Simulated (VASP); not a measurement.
Crystal: Rh.

```
CELL_PARAMETERS angstrom
0.00000 1.89785 1.89785
1.89785 0.00000 1.89785
1.89785 1.89785 0.00000
ATOMIC_POSITIONS crystal
Rh 0.00000 0.00000 0.00000
```

Base run:

```yaml
Program: VASP 6.6.1
Functional: revPBE
Potentials_or_basis: VASP PAW PBE potentials, release 64 (Rh_pv)
Cutoff: 500 eV
k_mesh: 14 × 14 × 14
Occupations: methfessel-paxton, width 0.1 eV
Spin: no spin polarisation
```

Its results: band gap on the k mesh zero (an odd number of electrons rules out a gap without spin polarisation); pressure 11.2 GPa.

Q: The run is repeated on the same cell with these changes: functional from revPBE to LDA; potentials or basis from VASP PAW PBE potentials, release 64 (Rh_pv) to VASP PAW LDA potentials, release 64 (Rh_pv). What comes out?

A: Band gap on the k mesh zero (an odd number of electrons rules out a gap without spin polarisation); pressure -8.9 GPa.

Caveats: the cell stands under pressure (at least some runs); the PAW data sets were made with another functional, which shifts forces and pressure a little (at least some runs); the cell stands under tension (at least some runs).
